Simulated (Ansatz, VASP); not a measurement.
## Two plane-wave programs on Si3Ge

Contents of INCAR:

```
SYSTEM = Si3Ge
PREC = Accurate ; ENCUT = 500
EDIFF = 1E-7 ; ISMEAR = 0
SIGMA = 0.1 ; LREAL = .False.
LASPH = .True. ; NELM = 120
ALGO = Normal ; ISIF = 3
LWAVE = .False. ; LCHARG = .False.
GGA = PE ; IBRION = 2
NSW = 100 ; EDIFFG = -0.01
GGA_COMPAT = .False. ; NELMIN = 4
```

File KPOINTS:

```
Automatic mesh
0
Gamma
  18 18 6
  0 0 0
```

File POSCAR:

```
Si3Ge
1.0
    2.8277299618      0.0000000000      0.0000000000
   -1.4138649809      2.4488859820      0.0000000000
    0.0000000000      0.0000000000      9.1735832181
Si Ge
3 1
Direct
    0.6666666667      0.3333333333      0.2698660357
    0.6666666667      0.3333333333      0.7301339643
    0.3333333333      0.6666666667      0.5000000000
    0.3333333333      0.6666666667      0.0000000000
```

Input for Ansatz:

```yaml
crystal:
  lattice:
    - [2.8277299618, 0.0, 0.0]
    - [-1.4138649809, 2.448885982, 0.0]
    - [0.0, 0.0, 9.1735832181]
  atoms:
    - { symbol: Si, position: [0.6666666667, 0.3333333333, 0.2698660357] }
    - { symbol: Si, position: [0.6666666667, 0.3333333333, 0.7301339643] }
    - { symbol: Si, position: [0.3333333333, 0.6666666667, 0.5] }
    - { symbol: Ge, position: [0.3333333333, 0.6666666667, 0.0] }
basis:
  ecutwfc: 420
kpoints:
  mp_grid: { grid: [18, 18, 6] }
hamiltonian:
  xc: pbe
scf:
  occupations: { method: gaussian, width: 0.1 }
output:
  forces: true
  stress: true
  eigenvalues: true
  write_density: true
  write_potential: true
  elf: true
  volumetric_format: npy
relax:
  adjacent_minimum: "off"
  f_tol: 0.01
  max_steps: 80
  cell: { stress_tol: 0.05 }
```

Alike in both runs: task relaxation of cell and atoms; functional PBE; k mesh 18 × 18 × 6; occupations gaussian, width 0.1 eV; no spin polarisation.

|  | VASP | Ansatz |
| --- | --- | --- |
| version | VASP 6.6.1 | Ansatz 0.2.0 |
| potentials or method | VASP PAW PBE potentials, release 64 (Si, Ge_d), cutoff 500 eV | scalar-relativistic, plane waves, PAW |
| valence electrons in the cell | 26 | 26 |

VASP gave:

* gap on the k mesh at the Fermi level, each at its own relaxed structure (eV): none
* relaxed volume (Å³/atom): 15.82
* relaxed cell length with the largest relative difference (Å): 9.312

Question: What did Ansatz give for the same quantities?

Answer: gap on the k mesh at the Fermi level, each at its own relaxed structure (eV): none; relaxed volume (Å³/atom): 15.83; relaxed cell length with the largest relative difference (Å): 9.297.

A gap of «none» marks a metal or a gap that the smearing closes.

Noted on VASP's run: too few bands were computed for a metal, which touches its energy and stress.
